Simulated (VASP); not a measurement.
# CsH (I4/mmm) in VASP: a series of runs

CsH is run at these levels: LDA; tasks: single point.

Program: VASP 6.6.1. These are calculated values, not measurements. Logs are shortened: lines on timing, memory, paths and dates and some standing lists are left out, and cuts for length are marked.

### Step 1. The cell of the first run

Symmetry: I4/mmm, No. 139, tetragonal system. Conventional cell: a = 4.272 Å, b = 4.272 Å, c = 6.346 Å, α = 90.00°, β = 90.00°, γ = 90.00°. Within 4.0 Å of Cs (site symmetry 4/mmm) lie 6 H at 3.02 to 3.17 Å. Within 4.0 Å of H (site symmetry 4/mmm) lie 6 Cs at 3.02 to 3.17 Å.

### Step 2. Single point, LDA (uniaxial strain along c: +4.0 %)

The input, INCAR:

```
SYSTEM = CsH
ALGO = Normal ; EDIFF = 1E-7
ENCUT = 520 ; GGA = CA
ISIF = 2 ; ISMEAR = 0
LASPH = .True. ; LCHARG = .True.
LELF = .True. ; LREAL = .False.
LVHAR = .True. ; LWAVE = .False.
NBANDS = 18 ; NELM = 100
PREC = Accurate ; SIGMA = 0.02
```

The input, KPOINTS:

```
k-points
0
Gamma
  6 6 6
  0 0 0
```

The input, POSCAR:

```
CsH
1.0
    3.0206070487      3.0206070487      0.0000000000
   -3.0206070487      3.0206070487      0.0000000000
    0.0000000000      0.0000000000      6.3463259205
Cs H
2 2
Direct
    0.0000000000      0.0000000000      0.0000000000
    0.5000000000      0.5000000000      0.5000000000
    0.5000000000      0.5000000000      0.0000000000
    0.0000000000      0.0000000000      0.5000000000
```

Potentials or basis: VASP PAW LDA potentials, release 64 (Cs_sv, H).

Command:

```bash
cat potpaw_LDA.64/Cs_sv/POTCAR potpaw_LDA.64/H/POTCAR > POTCAR
mpirun -np 1 vasp_std > vasp.out
```

OUTCAR:

```text
SYSTEM = CsH
   EDIFF = 1E-7
   ENCUT = 520
   GGA = CA
   ISIF = 2
   ISMEAR = 0
   LASPH = .True.
   LREAL = .False.
   NELM = 100
   PREC = Accurate

 ion  position               nearest neighbor table
   1  0.000  0.000  0.000-
   2  0.500  0.500  0.500-
   3  0.500  0.500  0.000-
   4  0.000  0.000  0.500-

  LATTYP: Found a simple tetragonal cell.
 ALAT       =     4.2717834549
 C/A-ratio  =     1.4856384898

  Lattice vectors:

 A1 = (   3.0206070487,   3.0206070487,   0.0000000000)
 A2 = (  -3.0206070487,   3.0206070487,   0.0000000000)
 A3 = (   0.0000000000,   0.0000000000,   6.3463259205)

Analysis of symmetry for initial positions (statically):
=====================================================================
 Subroutine PRICEL returns following result:

  LATTYP: Found a body centered tetragonal cell.
 ALAT       =     4.2717834549
 C/A-ratio  =     1.4856384898

  Lattice vectors:

 A1 = (   3.0206070487,   0.0000000000,  -3.1731629603)
 A2 = (  -3.0206070487,   0.0000000000,  -3.1731629602)
 A3 = (   0.0000000000,   3.0206070487,   3.1731629602)

   2 primitive cells build up your supercell.

 Routine SETGRP: Setting up the symmetry group for a
 simple tetragonal supercell.

 Subroutine GETGRP returns: Found 16 space group operations
 (whereof 16 operations were pure point group operations)
 out of a pool of 16 trial point group operations.

The static configuration has the point symmetry D_4h.

Analysis of symmetry for dynamics (positions and initial velocities):
=====================================================================
 Subroutine PRICEL returns following result:

  LATTYP: Found a body centered tetragonal cell.
 ALAT       =     4.2717834549
 C/A-ratio  =     1.4856384898

  Lattice vectors:

 A1 = (   3.0206070487,   0.0000000000,  -3.1731629603)
 A2 = (  -3.0206070487,   0.0000000000,  -3.1731629602)
 A3 = (   0.0000000000,   3.0206070487,   3.1731629602)

   2 primitive cells build up your supercell.

 Routine SETGRP: Setting up the symmetry group for a
 simple tetragonal supercell.

 Subroutine GETGRP returns: Found 16 space group operations
 (whereof 16 operations were pure point group operations)
 out of a pool of 16 trial point group operations.

The dynamic configuration has the point symmetry D_4h.

 Subroutine INISYM returns: Found 16 space group operations
 (whereof 16 operations are pure point group operations),
 and found     2 'primitive' translations

----------------------------------------------------------------------------------------

                                     Primitive cell

  volume of cell :      57.9043

  direct lattice vectors                    reciprocal lattice vectors
     3.020607049  0.000000000 -3.173162960     0.165529641  0.165529641 -0.157571485
    -3.020607049  0.000000000 -3.173162960    -0.165529641  0.165529641 -0.157571485
     0.000000000  3.020607049  3.173162960     0.000000000  0.331059282  0.000000000

  length of vectors
     4.380985062  4.380985062  4.380985062     0.282185926  0.282185926  0.331059282

  position of ions in fractional coordinates (direct lattice)
     0.000000000  0.000000000  0.000000000
     0.500000000  0.500000000  0.000000000

  ion indices of the primitive-cell ions
   primitive index   ion index
                 1           1
                 2           4

----------------------------------------------------------------------------------------

 KPOINTS: k-points

Automatic generation of k-mesh.
 Grid dimensions read from file:
 generate k-points for:    6    6    6

 Generating k-lattice:

  Cartesian coordinates                     Fractional coordinates (reciprocal lattice)
     0.027588273  0.027588273  0.000000000     0.166666667  0.000000000  0.000000000
    -0.027588273  0.027588273  0.000000000     0.000000000  0.166666667  0.000000000
     0.000000000  0.000000000  0.026261914     0.000000000  0.000000000  0.166666667

  Length of vectors
     0.039015711  0.039015711  0.026261914

  Shift w.r.t. Gamma in fractional coordinates (k-lattice)
     0.000000000  0.000000000  0.000000000

 Subroutine IBZKPT returns following result:
 ===========================================

 Found     40 irreducible k-points:

 Following reciprocal coordinates:
            Coordinates               Weight
  0.000000  0.000000  0.000000      1.000000
  0.166667  0.000000  0.000000      4.000000
  0.333333  0.000000  0.000000      4.000000
  0.500000  0.000000  0.000000      2.000000
  0.166667  0.166667  0.000000      4.000000
  0.333333  0.166667  0.000000      8.000000
[... 16 lines left out ...]
  0.333333  0.000000  0.333333      8.000000
  0.500000  0.000000  0.333333      4.000000
 [... further k-points ...]
   k-points           NKPTS =     40   k-points in BZ     NKDIM =     40   number of bands    NBANDS=     18
   number of dos      NEDOS =    301   number of ions     NIONS =      4
   total plane-waves  NPLWV =  49152
   dimension x,y,z NGX =    32 NGY =   32 NGZ =   48
   dimension x,y,z NGXF=    64 NGYF=   64 NGZF=   96
   ions per type =               2   2
   NGX,Y,Z   is equivalent  to a cutoff of  12.45, 12.45, 12.57 a.u.
   NGXF,Y,Z  is equivalent  to a cutoff of  24.91, 24.91, 25.15 a.u.
 SYSTEM =  CsH
   PREC   = accura    normal or accurate (medium, high low for compatibility)
   ISTART =      0    job   : 0-new  1-cont  2-samecut
   ICHARG =      2    charge: 1-file 2-atom 10-const
   ISPIN  =      1    spin polarized calculation?
   LNONCOLLINEAR =      F non collinear calculations
   LSORBIT =      F    spin-orbit coupling
   LASPH  =      T    aspherical Exc in radial PAW
   ENCUT  =  520.0 eV  38.22 Ry    6.18 a.u.   7.94  7.94 11.80*2*pi/ulx,y,z
   NELM   =    100;   NELMIN=  2; NELMDL= -5     # of ELM steps
   EDIFF  = 0.1E-06   stopping-criterion for ELM
   LREAL  =      F    real-space projection
   EDIFFG = 0.1E-05   stopping-criterion for IOM
   NSW    =      0    number of steps for IOM
   IBRION =     -1    ionic relax: 0-MD 1-quasi-New 2-CG
   NFREE  =      0    steps in history (QN), initial steepest desc. (CG)
   ISIF   =      2    stress and relaxation
   ISYM   =      2    0-nonsym 1-usesym 2-fastsym
   POTIM  = 0.5000    time-step for ionic-motion
   TEBEG  =    0.0;   TEEND  =   0.0 temperature during run
   PSTRESS=    0.0 pullay stress
   NELECT =      20.0000    total number of electrons
   NUPDOWN=      -1.0000    fix difference up-down
   EMIN   =  10.00;   EMAX   =-10.00  energy-range for DOS
   EFERMI =   0.00;   METHOD = LEGACY
   ISMEAR =     0;   SIGMA  =   0.02  broadening in eV -4-tet -1-fermi 0-gaus
   EFERMI_NEDOS =   21; number of points for ismear=-14 and -15
   IALGO  =     38    algorithm
   IMIX   =      4    mixing-type and parameters
     AMIX     =   0.40;   BMIX     =  1.00
     AMIX_MAG =   1.60;   BMIX_MAG =  1.00
  volume/ion in A,a.u.               =      28.95       195.38
  Fermi-wavevector in a.u.,A,eV,Ry     =   0.911670  1.722807 11.308388  0.831143
  Thomas-Fermi vector in A             =   2.035977
   LORBIT       =      0    0 simple, 1 ext, 2 COOP (PROOUT), +10 PAW based schemes
   GGA     = CA    functional components
   LHFCALC =     F    Hartree Fock is set to
   AEXX    =    0.0000 exact exchange contribution
   IVDW    =     0    specifies the selected vdW correction
   LEPSILON=     F    determine dielectric tensor
   LRPA    =     F    only Hartree local field effects (RPA)
 non-spin polarized calculation
 Gauss-broadening in eV      SIGMA  =   0.02
  energy-cutoff  :      520.00
  volume of cell :      115.81
 maximum number of plane-waves:      3141
 NGX is ok and might be reduce to    32
   NGX = 15   NGY = 15   NGZ = 23

 number of electron      19.9999997 magnetization

 Free energy of the ion-electron system (eV)
  ---------------------------------------------------
  ext. energy  EPLUGINS =         0.00000000
  ---------------------------------------------------
  free energy    TOTEN  =        -9.82915858 eV

  energy without entropy =       -9.82915858  energy(sigma->0) =       -9.82915858

 E-fermi :   0.7844     XC(G=0):  -7.9406

 val. band max:        0.6474134544   @ k =   0.5000   0.0000   0.5000
 cond. band min:       2.3937275807   @ k =   0.5000   0.0000   0.5000
 fundamental gap:      1.7463141262
 Fermi energy:         0.7844231148

 k-point     1 :       0.0000    0.0000    0.0000
  band No.  band energies     occupation
      1     -20.9079      2.00000
      2     -20.7581      2.00000
      3      -8.2580      2.00000
      4      -7.5314      2.00000
      5      -7.5314      2.00000
      6      -7.2540      2.00000
[... 10 lines left out ...]
     17       7.6253      0.00000
     18       7.9249      0.00000

 k-point     2 :       0.1667    0.0000    0.0000
  band No.  band energies     occupation
      1     -20.8856      2.00000
      2     -20.7552      2.00000
      3      -8.1807      2.00000
      4      -7.7185      2.00000
      5      -7.4929      2.00000
      6      -7.4471      2.00000
[... 10 lines left out ...]
     17       7.1071      0.00000
     18       7.2968      0.00000

 k-point     3 :       0.3333    0.0000    0.0000
  band No.  band energies     occupation
      1     -20.8330      2.00000
      2     -20.7570      2.00000
      3      -8.0401      2.00000
      4      -7.9736      2.00000
      5      -7.8970      2.00000
      6      -7.4620      2.00000
[... 10 lines left out ...]
     17       6.4403      0.00000
     18       7.1578      0.00000

 k-point     4 :       0.5000    0.0000    0.0000
  band No.  band energies     occupation
      1     -20.7822      2.00000
      2     -20.7822      2.00000
      3      -8.1425      2.00000
      4      -8.1425      2.00000
      5      -7.7053      2.00000
      6      -7.7053      2.00000
[... 10 lines left out ...]
     17       7.3037      0.00000
     18       7.3037      0.00000

 k-point     5 :       0.1667    0.1667    0.0000
  band No.  band energies     occupation
      1     -20.8647      2.00000
      2     -20.7512      2.00000
      3      -8.1094      2.00000
      4      -7.7184      2.00000
      5      -7.6305      2.00000
      6      -7.5479      2.00000
[... 10 lines left out ...]
     17       6.2566      0.00000
     18       7.0242      0.00000

 k-point     6 :       0.3333    0.1667    0.0000
  band No.  band energies     occupation
      1     -20.8159      2.00000
      2     -20.7498      2.00000
      3      -8.0102      2.00000
      4      -7.9207      2.00000
      5      -7.9122      2.00000
      6      -7.5488      2.00000
[... 10 lines left out ...]
     17       6.5706      0.00000
     18       7.4528      0.00000

 k-point     7 :       0.5000    0.1667    0.0000
  band No.  band energies     occupation
      1     -20.7702      2.00000
      2     -20.7702      2.00000
      3      -8.1244      2.00000
      4      -8.1244      2.00000
      5      -7.6820      2.00000
      6      -7.6820      2.00000
[... 10 lines left out ...]
     17       7.5024      0.00000
     18       7.5024      0.00000

 k-point     8 :       0.3333    0.3333    0.0000
  band No.  band energies     occupation
      1     -20.7776      2.00000
      2     -20.7391      2.00000
      3      -8.0578      2.00000
      4      -8.0372      2.00000
      5      -7.7867      2.00000
      6      -7.6925      2.00000
[... 10 lines left out ...]
     17       7.4228      0.00000
     18       7.9804      0.00000
[... 229 lines left out ...]
     17       7.7322      0.00000
     18       7.7322      0.00000

 k-point    20 :       0.5000    0.5000    0.1667
  band No.  band energies     occupation
      1     -20.7337      2.00000
      2     -20.7337      2.00000
      3      -8.1796      2.00000
      4      -8.1796      2.00000
      5      -7.7001      2.00000
      6      -7.7001      2.00000
[... 10 lines left out ...]
     17       9.4321      0.00000
     18       9.4684      0.00000

 k-point    21 :       0.0000    0.0000    0.3333
  band No.  band energies     occupation
      1     -20.8709      2.00000
      2     -20.7960      2.00000
      3      -8.0621      2.00000
      4      -7.5729      2.00000
      5      -7.4516      2.00000
      6      -7.4516      2.00000
[... 10 lines left out ...]
     17       7.5040      0.00000
     18       7.5040      0.00000

 k-point    22 :       0.1667    0.0000    0.3333
  band No.  band energies     occupation
      1     -20.8532      2.00000
      2     -20.7881      2.00000
      3      -8.0980      2.00000
      4      -7.7705      2.00000
      5      -7.5499      2.00000
      6      -7.4226      2.00000
[... 10 lines left out ...]
     17       6.7527      0.00000
     18       7.1780      0.00000

 k-point    23 :       0.3333    0.0000    0.3333
  band No.  band energies     occupation
      1     -20.8138      2.00000
      2     -20.7758      2.00000
      3      -8.2739      2.00000
      4      -8.1532      2.00000
      5      -7.5704      2.00000
      6      -7.3619      2.00000
[... 10 lines left out ...]
     17       6.9119      0.00000
     18       7.6563      0.00000

 k-point    24 :       0.5000    0.0000    0.3333
  band No.  band energies     occupation
      1     -20.7817      2.00000
      2     -20.7817      2.00000
      3      -8.3609      2.00000
      4      -8.3609      2.00000
      5      -7.4605      2.00000
      6      -7.4605      2.00000
[... 10 lines left out ...]
     17       7.7183      0.00000
     18       7.7183      0.00000

 [... further k-points ...]

------------------------ aborting loop because EDIFF is reached ----------------------------------------

  FORCE on cell =-STRESS in cart. coord.  units (eV):
  Direction    XX          YY          ZZ          XY          YZ          ZX
  --------------------------------------------------------------------------------------
  -------------------------------------------------------------------------------------
  Total        0.2496955      0.2496955     -0.7591814      0.0000000     -0.0000000      0.0000000
  in kB        3.4544626      3.4544626    -10.5030477      0.0000000     -0.0000000      0.0000000
  external PRESSURE =      -1.1980409 kB  Pullay stress =       0.0000000 kB

 VOLUME and BASIS-vectors are now :
 -----------------------------------------------------------------------------
  energy-cutoff  :      520.00
  volume of cell :      115.81
      direct lattice vectors                 reciprocal lattice vectors
     3.020607049  3.020607049  0.000000000     0.165529641  0.165529641  0.000000000
    -3.020607049  3.020607049  0.000000000    -0.165529641  0.165529641  0.000000000
     0.000000000  0.000000000  6.346325920     0.000000000  0.000000000  0.157571485

 POSITION                                       TOTAL-FORCE (eV/Angst)
 -----------------------------------------------------------------------------------
      0.00000      0.00000      0.00000        -0.000000      0.000000      0.000000
      0.00000      3.02061      3.17316         0.000000     -0.000000     -0.000000
      0.00000      3.02061      0.00000         0.000000      0.000000      0.000000
      0.00000      0.00000      3.17316        -0.000000     -0.000000      0.000000
 -----------------------------------------------------------------------------------
    total drift:                               -0.000000      0.000000     -0.000000

  FREE ENERGIE OF THE ION-ELECTRON SYSTEM (eV)
  ---------------------------------------------------
  free  energy   TOTEN  =        -9.8291585802 eV

  energy  without entropy=       -9.8291585802  energy(sigma->0) =       -9.82915858
```

Wall time 51 s (1 thread of Intel Xeon Platinum 8559C (Emerald Rapids), shared host); peak memory 0.21 GiB.

What came out:

```yaml
Free_energy: -9.8292 eV
Pressure: -0.1 GPa
Band_gap_on_the_k_mesh: 1.75 eV
```

Levels at points of the mesh, in eV from the valence-band top:
| k point | band 8 | band 9 | band 10 | band 11 | band 12 | band 13 |
| --- | --- | --- | --- | --- | --- | --- |
| (0.00, 0.00, 0.00) | -7.85 | -2.14 | -1.59 | 2.67 | 4.76 | 5.03 |
| (0.50, 0.00, 0.00) | -7.94 | -0.44 | -0.44 | 2.92 | 2.92 | 3.66 |
| (0.50, 0.50, 0.00) | -8.26 | -1.60 | -1.60 | 2.53 | 2.53 | 5.89 |
| (0.00, 0.00, 0.50) | -8.02 | -1.36 | -1.36 | 3.44 | 3.44 | 3.94 |
| (0.50, 0.00, 0.50) | -7.94 | 0.00 | 0.00 | 1.75 | 1.75 | 4.27 |
| (0.50, 0.50, 0.50) | -8.31 | -1.14 | -1.14 | 3.89 | 3.89 | 3.89 |

Caveat: the cell differs from its parent crystal (uniaxial strain along c: +4.0 %); spin-orbit coupling is left out, which moves the levels of the heavy elements. A k mesh can miss the band edges.

[end of part 1 of 2]
